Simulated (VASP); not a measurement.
# ZrN in VASP: a series of runs

Runs on ZrN. Level: PBE. Tasks: relaxation of the atoms.

All numbers are computed with VASP 6.6.1; they aren't measurements. Logs are shortened: lines on timing, memory, paths and dates and some standing lists are left out, and cuts for length are marked.

**1. The cell of the first run**

It takes space group Fm-3m (No. 225, cubic). Conventional cell: a = 4.599 Å, b = 4.599 Å, c = 4.599 Å, α = 90.00°, β = 90.00°, γ = 90.00°. Within 3.0 Å of Zr (site symmetry m-3m) lie 6 N at 2.30 Å. Within 3.0 Å of N (site symmetry m-3m) lie 6 Zr at 2.30 Å.

**2. Relaxation of the atoms, PBE (12.16 Å³/atom)**

File INCAR:

```
  PREC = Accurate
  ENCUT = 520
  EDIFF = 1E-7
  ISMEAR = -1
  SIGMA = 0.05
  LREAL = F
  LASPH = T
  NELM = 120
  ALGO = Normal
  ISIF = 2
  LWAVE = F
  LCHARG = F
  GGA = PE
  IBRION = 2
  NSW = 80
  EDIFFG = -0.02
  GGA_COMPAT = F
  NELMIN = 4
```

File KPOINTS:

```
Automatic mesh
0
Gamma
  18 18 18
```

File POSCAR:

```
ZrN
1.0
    0.0000000000      2.2993628250      2.2993628250
    2.2993628250      0.0000000000      2.2993628250
    2.2993628250      2.2993628250      0.0000000000
Zr N
1 1
Direct
    0.0000000000      0.0000000000      0.0000000000
    0.5000000000      0.5000000000      0.5000000000
```

Potentials or basis: VASP PAW PBE potentials, release 64 (Zr_sv, N).

On the command line:

```
> cat potpaw_PBE.64/Zr_sv/POTCAR potpaw_PBE.64/N/POTCAR > POTCAR
> mpirun -np 1 vasp_std > vasp.out
```

OUTCAR:

```text
PREC = Accurate
   ENCUT = 520
   EDIFF = 1E-7
   ISMEAR = -1
   LREAL = F
   LASPH = T
   NELM = 120
   ISIF = 2
   GGA = PE
   IBRION = 2
   NSW = 80
   EDIFFG = -0.02
   NELMIN = 4

 ion  position               nearest neighbor table
   1  0.000  0.000  0.000-   2 2.30   2 2.30   2 2.30   2 2.30   2 2.30   2 2.30
   2  0.500  0.500  0.500-   1 2.30   1 2.30   1 2.30   1 2.30   1 2.30   1 2.30

  LATTYP: Found a face centered cubic cell.
 ALAT       =     4.5987256500

  Lattice vectors:

 A1 = (   0.0000000000,   2.2993628250,   2.2993628250)
 A2 = (   2.2993628250,   0.0000000000,   2.2993628250)
 A3 = (   2.2993628250,   2.2993628250,   0.0000000000)

Analysis of symmetry for initial positions (statically):
=====================================================================
 Subroutine PRICEL returns:
 Original cell was already a primitive cell.

 Routine SETGRP: Setting up the symmetry group for a
 face centered cubic supercell.

 Subroutine GETGRP returns: Found 48 space group operations
 (whereof 48 operations were pure point group operations)
 out of a pool of 48 trial point group operations.

The static configuration has the point symmetry O_h .

Analysis of symmetry for dynamics (positions and initial velocities):
=====================================================================
 Subroutine PRICEL returns:
 Original cell was already a primitive cell.

 Routine SETGRP: Setting up the symmetry group for a
 face centered cubic supercell.

 Subroutine GETGRP returns: Found 48 space group operations
 (whereof 48 operations were pure point group operations)
 out of a pool of 48 trial point group operations.

The dynamic configuration has the point symmetry O_h .

 Subroutine INISYM returns: Found 48 space group operations
 (whereof 48 operations are pure point group operations),
 and found     1 'primitive' translations

----------------------------------------------------------------------------------------

                                     Primitive cell

  volume of cell :      24.3138

  direct lattice vectors                    reciprocal lattice vectors
     0.000000000  2.299362825  2.299362825    -0.217451546  0.217451546  0.217451546
     2.299362825  0.000000000  2.299362825     0.217451546 -0.217451546  0.217451546
     2.299362825  2.299362825  0.000000000     0.217451546  0.217451546 -0.217451546

  length of vectors
     3.251790092  3.251790092  3.251790092     0.376637125  0.376637125  0.376637125

  position of ions in fractional coordinates (direct lattice)
     0.000000000  0.000000000  0.000000000
     0.500000000  0.500000000  0.500000000

  ion indices of the primitive-cell ions
   primitive index   ion index
                 1           1
                 2           2

----------------------------------------------------------------------------------------

 KPOINTS: Automatic mesh

Automatic generation of k-mesh.
 Grid dimensions read from file:
 generate k-points for:   18   18   18

 Generating k-lattice:

  Cartesian coordinates                     Fractional coordinates (reciprocal lattice)
    -0.012080641  0.012080641  0.012080641     0.055555556  0.000000000  0.000000000
     0.012080641 -0.012080641  0.012080641     0.000000000  0.055555556  0.000000000
     0.012080641  0.012080641 -0.012080641     0.000000000  0.000000000  0.055555556

  Length of vectors
     0.020924285  0.020924285  0.020924285

  Shift w.r.t. Gamma in fractional coordinates (k-lattice)
     0.000000000  0.000000000  0.000000000

 Subroutine IBZKPT returns following result:
 ===========================================

 Found    195 irreducible k-points:

 Following reciprocal coordinates:
            Coordinates               Weight
  0.000000  0.000000  0.000000      1.000000
  0.055556  0.000000  0.000000      8.000000
  0.111111  0.000000  0.000000      8.000000
  0.166667  0.000000  0.000000      8.000000
  0.222222  0.000000  0.000000      8.000000
  0.277778  0.000000  0.000000      8.000000
[... 16 lines left out ...]
 -0.277778  0.055556  0.000000     24.000000
 -0.222222  0.055556  0.000000     24.000000
 [... further k-points ...]
   k-points           NKPTS =    195   k-points in BZ     NKDIM =    195   number of bands    NBANDS=     12
   number of dos      NEDOS =    301   number of ions     NIONS =      2
   total plane-waves  NPLWV =  13824
   dimension x,y,z NGX =    24 NGY =   24 NGZ =   24
   dimension x,y,z NGXF=    48 NGYF=   48 NGZF=   48
   ions per type =               1   1
   NGX,Y,Z   is equivalent  to a cutoff of  12.27, 12.27, 12.27 a.u.
   NGXF,Y,Z  is equivalent  to a cutoff of  24.54, 24.54, 24.54 a.u.
 SYSTEM =  unknown system
   PREC   = accura    normal or accurate (medium, high low for compatibility)
   ISTART =      0    job   : 0-new  1-cont  2-samecut
   ICHARG =      2    charge: 1-file 2-atom 10-const
   ISPIN  =      1    spin polarized calculation?
   LNONCOLLINEAR =      F non collinear calculations
   LSORBIT =      F    spin-orbit coupling
   LASPH  =      T    aspherical Exc in radial PAW
   ENCUT  =  520.0 eV  38.22 Ry    6.18 a.u.   6.05  6.05  6.05*2*pi/ulx,y,z
   NELM   =    120;   NELMIN=  4; NELMDL= -5     # of ELM steps
   EDIFF  = 0.1E-06   stopping-criterion for ELM
   LREAL  =      F    real-space projection
   EDIFFG = -.2E-01   stopping-criterion for IOM
   NSW    =     80    number of steps for IOM
   IBRION =      2    ionic relax: 0-MD 1-quasi-New 2-CG
   NFREE  =      1    steps in history (QN), initial steepest desc. (CG)
   ISIF   =      2    stress and relaxation
   ISYM   =      2    0-nonsym 1-usesym 2-fastsym
   POTIM  = 0.5000    time-step for ionic-motion
   TEBEG  =    0.0;   TEEND  =   0.0 temperature during run
   PSTRESS=    0.0 pullay stress
   NELECT =      17.0000    total number of electrons
   NUPDOWN=      -1.0000    fix difference up-down
   EMIN   =  10.00;   EMAX   =-10.00  energy-range for DOS
   EFERMI =   0.00;   METHOD = LEGACY
   ISMEAR =    -1;   SIGMA  =   0.05  broadening in eV -4-tet -1-fermi 0-gaus
   EFERMI_NEDOS =   21; number of points for ismear=-14 and -15
   IALGO  =     38    algorithm
   IMIX   =      4    mixing-type and parameters
     AMIX     =   0.40;   BMIX     =  1.00
     AMIX_MAG =   1.60;   BMIX_MAG =  1.00
  volume/ion in A,a.u.               =      12.16        82.04
  Fermi-wavevector in a.u.,A,eV,Ry     =   1.453027  2.745823 28.725803  2.111287
  Thomas-Fermi vector in A             =   2.570341
   LORBIT       =      0    0 simple, 1 ext, 2 COOP (PROOUT), +10 PAW based schemes
   GGA     = PE    functional components
   LHFCALC =     F    Hartree Fock is set to
   AEXX    =    0.0000 exact exchange contribution
   IVDW    =     0    specifies the selected vdW correction
   LEPSILON=     F    determine dielectric tensor
   LRPA    =     F    only Hartree local field effects (RPA)
 conjugate gradient relaxation of ions
 non-spin polarized calculation
  energy-cutoff  :      520.00
  volume of cell :       24.31
 maximum number of plane-waves:       666
   NGX = 13   NGY = 13   NGZ = 13

 number of electron      16.9999998 magnetization

 Free energy of the ion-electron system (eV)
  ---------------------------------------------------
  ext. energy  EPLUGINS =         0.00000000
  ---------------------------------------------------
  free energy    TOTEN  =       -20.37215818 eV

  energy without entropy =      -20.36637523  energy(sigma->0) =      -20.36926670

 E-fermi :  11.8486     XC(G=0): -12.4567

 val. band max:       11.8349275333   @ k =   0.4444   0.2222   0.1111
 cond. band min:      11.9174452859   @ k =  -0.0556   0.0556   0.0000
 fundamental gap:      0.0825177527
 Fermi energy:        11.8486264520

 k-point     1 :       0.0000    0.0000    0.0000
  band No.  band energies     occupation
      1     -37.7633      2.00000
      2     -15.3933      2.00000
      3     -15.3933      2.00000
      4     -15.3933      2.00000
      5      -4.3810      2.00000
      6       9.2080      2.00000
      7       9.2080      2.00000
      8       9.2080      2.00000
      9      11.4571      1.99921
     10      11.4571      1.99921
     11      11.4571      1.99921
     12      13.4158      0.00000

 k-point     2 :       0.0556    0.0000    0.0000
  band No.  band energies     occupation
      1     -37.7592      2.00000
      2     -15.4311      2.00000
      3     -15.3961      2.00000
      4     -15.3961      2.00000
      5      -4.3191      2.00000
      6       8.9303      2.00000
      7       9.0210      2.00000
      8       9.0210      2.00000
      9      11.5534      1.99456
     10      11.5534      1.99456
     11      11.5568      1.99418
     12      13.6482      0.00000

 k-point     3 :       0.1111    0.0000    0.0000
  band No.  band energies     occupation
      1     -37.7476      2.00000
      2     -15.5383      2.00000
      3     -15.4041      2.00000
      4     -15.4041      2.00000
      5      -4.1410      2.00000
      6       8.2733      2.00000
      7       8.5768      2.00000
      8       8.5768      2.00000
      9      11.7567      1.72567
     10      11.8056      1.40576
     11      11.8056      1.40576
     12      14.2589      0.00000
[... 286 lines left out ...]
 k-point    23 :      -0.2778    0.0556    0.0000
  band No.  band energies     occupation
      1     -37.6740      2.00000
      2     -16.1386      2.00000
      3     -15.4910      2.00000
      4     -15.4394      2.00000
      5      -3.0382      2.00000
      6       5.6185      2.00000
      7       6.8094      2.00000
      8       7.1303      2.00000
      9      12.6977      0.00000
     10      13.1357      0.00000
     11      13.9469      0.00000
     12      16.5091      0.00000

 k-point    24 :      -0.2222    0.0556    0.0000
  band No.  band energies     occupation
      1     -37.6972      2.00000
      2     -15.9543      2.00000
      3     -15.4744      2.00000
      4     -15.4226      2.00000
      5      -3.3892      2.00000
      6       6.3031      2.00000
      7       7.1982      2.00000
      8       7.5823      2.00000
      9      12.2917      0.00028
     10      12.5856      0.00000
     11      13.3716      0.00000
     12      15.6296      0.00000

 [... further k-points ...]

------------------------ aborting loop because EDIFF is reached ----------------------------------------

  FORCE on cell =-STRESS in cart. coord.  units (eV):
  Direction    XX          YY          ZZ          XY          YZ          ZX
  --------------------------------------------------------------------------------------
  -------------------------------------------------------------------------------------
  Total       -0.0600158     -0.0600158     -0.0600158     -0.0000000      0.0000000      0.0000000
  in kB       -3.9547901     -3.9547901     -3.9547901     -0.0000000      0.0000000      0.0000000
  external PRESSURE =      -3.9547901 kB  Pullay stress =       0.0000000 kB

 VOLUME and BASIS-vectors are now :
 -----------------------------------------------------------------------------
  energy-cutoff  :      520.00
  volume of cell :       24.31
      direct lattice vectors                 reciprocal lattice vectors
     0.000000000  2.299362825  2.299362825    -0.217451546  0.217451546  0.217451546
     2.299362825  0.000000000  2.299362825     0.217451546 -0.217451546  0.217451546
     2.299362825  2.299362825  0.000000000     0.217451546  0.217451546 -0.217451546

 POSITION                                       TOTAL-FORCE (eV/Angst)
 -----------------------------------------------------------------------------------
      0.00000      0.00000      0.00000         0.000000     -0.000000     -0.000000
      2.29936      2.29936      2.29936        -0.000000      0.000000      0.000000
 -----------------------------------------------------------------------------------
    total drift:                                0.000000     -0.000000     -0.000000

  FREE ENERGIE OF THE ION-ELECTRON SYSTEM (eV)
  ---------------------------------------------------
  free  energy   TOTEN  =       -20.3721581781 eV

  energy  without entropy=      -20.3663752270  energy(sigma->0) =      -20.36926670

 reached required accuracy - stopping structural energy minimisation
```

Wall time 1.7 min (1 thread of AMD EPYC 7R13, shared host); peak memory 0.16 GiB.

Results:

- Free energy: -20.3722 eV
- Pressure after relaxing: -0.4 GPa
- Band gap on the k mesh: zero (an odd number of electrons rules out a gap without spin polarisation)

Final structure:
```xyz
2
Lattice="0.0000 2.2994 2.2994 2.2994 0.0000 2.2994 2.2994 2.2994 0.0000" Properties=species:S:1:pos:R:3 pbc="T T T"
Zr    0.0000    0.0000    0.0000
N     2.2994    2.2994    2.2994
```

Caveat: the relaxation stopped at its first step, so nothing moved.

**3. Relaxation of the atoms, PBE (z stretched by +2 %)**

File INCAR:

```
PREC = Accurate
ENCUT = 520
EDIFF = 1E-7
ISMEAR = -1
SIGMA = 0.05
LREAL = F
LASPH = T
NELM = 120
ALGO = Normal
ISIF = 2
LWAVE = F
LCHARG = F
GGA = PE
IBRION = 2
NSW = 80
EDIFFG = -0.02
GGA_COMPAT = F
NELMIN = 4
```

File KPOINTS:

```
regular mesh
0
Gamma
  18 18 18
```

File POSCAR:

```
ZrN
1.0
    0.0000000000      2.2842350000      2.3299197000
    2.2842350000      0.0000000000      2.3299197000
    2.2842350000      2.2842350000      0.0000000000
Zr N
1 1
Direct
    0.0000000000      0.0000000000      0.0000000000
    0.5000000000      0.5000000000      0.5000000000
```

Potentials or basis: VASP PAW PBE potentials, release 64 (Zr_sv, N).

On the command line:

```
> cat potpaw_PBE.64/Zr_sv/POTCAR potpaw_PBE.64/N/POTCAR > POTCAR
> mpirun -np 1 vasp_std > vasp.out
```

OUTCAR:

```text
PREC = Accurate
   ENCUT = 520
   EDIFF = 1E-7
   ISMEAR = -1
   LREAL = F
   LASPH = T
   NELM = 120
   ISIF = 2
   GGA = PE
   IBRION = 2
   NSW = 80
   EDIFFG = -0.02
   NELMIN = 4

 ion  position               nearest neighbor table
   1  0.000  0.000  0.000-   2 2.28   2 2.28   2 2.28   2 2.28   2 2.33   2 2.33
   2  0.500  0.500  0.500-   1 2.28   1 2.28   1 2.28   1 2.28   1 2.33   1 2.33

  LATTYP: Found a body centered tetragonal cell.
 ALAT       =     3.2303961166
 C/A-ratio  =     1.4424978336

[... 550 lines left out ...]

  FORCE on cell =-STRESS in cart. coord.  units (eV):
  Direction    XX          YY          ZZ          XY          YZ          ZX
  --------------------------------------------------------------------------------------
  -------------------------------------------------------------------------------------
  Total        0.3676528      0.3676528     -0.8168068      0.0000000      0.0000000      0.0000000
  in kB       24.2267923     24.2267923    -53.8241804      0.0000000      0.0000000      0.0000000
  external PRESSURE =      -1.7901986 kB  Pullay stress =       0.0000000 kB

 VOLUME and BASIS-vectors are now :
 -----------------------------------------------------------------------------
  energy-cutoff  :      520.00
  volume of cell :       24.31
      direct lattice vectors                 reciprocal lattice vectors
     0.000000000  2.284235000  2.329919700    -0.218891664  0.218891664  0.214599671
     2.284235000  0.000000000  2.329919700     0.218891664 -0.218891664  0.214599671
     2.284235000  2.284235000  0.000000000     0.218891664  0.218891664 -0.214599671

 POSITION                                       TOTAL-FORCE (eV/Angst)
 -----------------------------------------------------------------------------------
      0.00000      0.00000      0.00000         0.000000     -0.000000     -0.000000
      2.28423      2.28423      2.32992        -0.000000      0.000000      0.000000
 -----------------------------------------------------------------------------------
    total drift:                                0.000000     -0.000000     -0.000000

  FREE ENERGIE OF THE ION-ELECTRON SYSTEM (eV)
  ---------------------------------------------------
  free  energy   TOTEN  =       -20.3642662150 eV

  energy  without entropy=      -20.3584477374  energy(sigma->0) =      -20.36135698

 reached required accuracy - stopping structural energy minimisation
```

CONTCAR:

```text
ZrN
   1.00000000000000
     0.0000000000000000    2.2842349999999998    2.3299197000000000
     2.2842349999999998    0.0000000000000000    2.3299197000000000
     2.2842349999999998    2.2842349999999998    0.0000000000000000
  Zr              N
     1     1
Direct
     0.0000000000000000    0.0000000000000000    0.0000000000000000
     0.5000000000000000    0.5000000000000000    0.5000000000000000

  0.00000000E+00  0.00000000E+00  0.00000000E+00
  0.00000000E+00  0.00000000E+00  0.00000000E+00
```

Wall time 59 s (1 thread of AMD EPYC 9R45 (Zen 5), shared host); peak memory 0.24 GiB.

What came out:

| Property | Result |
| --- | --- |
| Free energy | -20.3643 eV |
| Pressure after relaxing | -0.2 GPa |
| Band gap on the k mesh | zero (an odd number of electrons rules out a gap without spin polarisation) |

Final structure:
```
Zr N
1.0
     0.00000    2.28423    2.32992
     2.28423    0.00000    2.32992
     2.28423    2.28423    0.00000
Zr N
1 1
Direct
  0.00000 0.00000 0.00000
  0.50000 0.50000 0.50000
```

Levels at points of the mesh, in eV from the Fermi level:
| k point | band 6 | band 7 | band 8 | band 9 | band 10 | band 11 | band 12 |
| --- | --- | --- | --- | --- | --- | --- | --- |
| (0.00, 0.00, 0.00) | -2.71 | -2.62 | -2.62 | -0.53 | -0.33 | -0.33 | 1.36 |
| (0.50, 0.00, 0.00) | -7.61 | -5.65 | -5.64 | 2.96 | 2.99 | 3.12 | 4.70 |
| (0.50, 0.50, 0.00) | -4.70 | -3.41 | -3.10 | -3.10 | 3.33 | 4.46 | 4.46 |
| (0.50, 0.00, 0.50) | -4.50 | -3.46 | -3.23 | -3.13 | 3.31 | 4.35 | 4.59 |

Caveat: the cell differs from its parent crystal (z stretched by +2 %); the relaxation stopped at its first step, so nothing moved.
